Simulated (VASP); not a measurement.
Sb3As:

```
Sb As
1.0
     3.70551    0.00000    0.00000
     0.00000    3.70551    0.00000
     0.00000    0.00000    7.43986
Sb As
3 1
Direct
  0.50000 0.50000 0.23537
  0.50000 0.50000 0.76463
  0.00000 0.00000 0.50000
  0.00000 0.00000 0.00000
```

The cell was generated, and may not be a known phase.

| Quantity | Value |
| --- | --- |
| Program | VASP 6.6.1 |
| Task | relaxation of cell and atoms |
| Functional | PBE |
| Potentials or basis | VASP PAW PBE potentials, release 64 (Sb, As) |
| Cutoff | 600 eV |
| k mesh | 6 × 6 × 4 |
| Occupations | gaussian, width 0.1 eV |
| Spin | no spin polarisation |

At the start: pressure -1.2 GPa; volume 25.54 Å³/atom.

Task: How do energy, volume and symmetry change on relaxing?

Result: Over 5 steps the energy falls by 8.4 meV/atom and the volume is 25.10 Å³/atom (-1.7 %); space group P4/mmm (No. 123, to 0.1 Å) before and after.

The path:
```csv
step,energy change (eV),largest force (eV/Å),pressure (GPa),volume (Å³)
1,0.0000,0.3216,-1.22,102.16
2,-0.0227,0.2265,0.51,99.31
3,-0.0228,0.2205,0.62,99.14
4,-0.0312,0.1253,0.22,99.75
5,-0.0336,0.0394,-0.17,100.39
```

Final structure:
```yaml
crystal:
  lattice:
    - [3.72556, 0.00000, 0.00000]
    - [0.00000, 3.72556, 0.00000]
    - [0.00000, 0.00000, 7.23282]
  atoms:
    - { symbol: Sb, position: [0.50000, 0.50000, 0.22889] }
    - { symbol: Sb, position: [0.50000, 0.50000, 0.77111] }
    - { symbol: Sb, position: [0.00000, 0.00000, 0.50000] }
    - { symbol: As, position: [0.00000, 0.00000, 0.00000] }
```
